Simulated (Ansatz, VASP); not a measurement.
## NbH in VASP and in Ansatz

```
Nb H
1.0
     1.84537   -2.39320    0.00000
     1.84537    2.39320    0.00000
     0.00000    0.00000    4.80423
Nb H
2 2
Cartesian
  1.8454 -1.1966 1.2916
  1.8454 1.1966 3.5127
  0.9227 0.0000 0.0000
  2.7680 0.0000 0.0000
```

Alike in both runs: task single point; functional LDA; k mesh 11 × 11 × 7; occupations fermi-dirac, width 0.03 eV; no spin polarisation.

|  | VASP | Ansatz |
| --- | --- | --- |
| version | VASP 6.6.1 | Ansatz 0.2.0 |
| potentials or method | VASP PAW LDA potentials, release 64 (Nb_sv, H), cutoff 520 eV | all-electron LAPW, scalar-relativistic |

|  | VASP | Ansatz | Ansatz less VASP |
| --- | --- | --- | --- |
| pressure (GPa) | -10.1 | -10.0 | +0.16 |
| traceless stress, the component that is largest in VASP (GPa) | 0.25 | 0.24 | -0.009 |
| rms of the force components (eV/Å) | 0.011 | 0.011 | -0.0002 |

LDA's correlation is that of Perdew and Zunger in VASP and of Perdew and Wang (1992) in Ansatz. Atom by atom the forces differ by 0.000 eV/Å (rms over components). Ansatz ran all-electron here, and VASP with PAW potentials.
